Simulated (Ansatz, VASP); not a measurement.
**TeF in VASP and in Ansatz**

```
Te F
1.0
     0.00000    3.34220    3.34220
     3.34220    0.00000    3.34220
     3.34220    3.34220    0.00000
Te F
2 2
Direct
  0.25000 0.25000 0.25000
  0.00000 0.00000 0.00000
  0.75000 0.75000 0.75000
  0.50000 0.50000 0.50000
```

Change from the starting cell: species swapped into the LiZn type (Fd-3m, No. 227).

Alike in both runs: functional PBE; k mesh 12 × 12 × 12; occupations gaussian, width 0.1 eV; no spin polarisation.

Ansatz relaxed the structure, and its values are those at the end. VASP's run is a single point on that final structure, the one shown.

|  | VASP | Ansatz |
| --- | --- | --- |
| version | VASP 6.6.1 | Ansatz 0.2.0 |
| potentials or method | VASP PAW PBE potentials, release 64 (Te, F), cutoff 520 eV | scalar-relativistic, plane waves, PAW |
| valence electrons in the cell | 26 | 46 |

```csv
,VASP,Ansatz,Ansatz less VASP
gap on the k mesh at the Fermi level (eV),none,none,-
pressure (GPa),-0.3,0.0,+0.29
```

A gap of «none» marks a metal or a gap that the smearing closes. VASP's potentials hold 26 valence electrons a cell and Ansatz's 46, so a difference there can come from the potentials and not from the codes.

Spin-orbit coupling is off throughout.
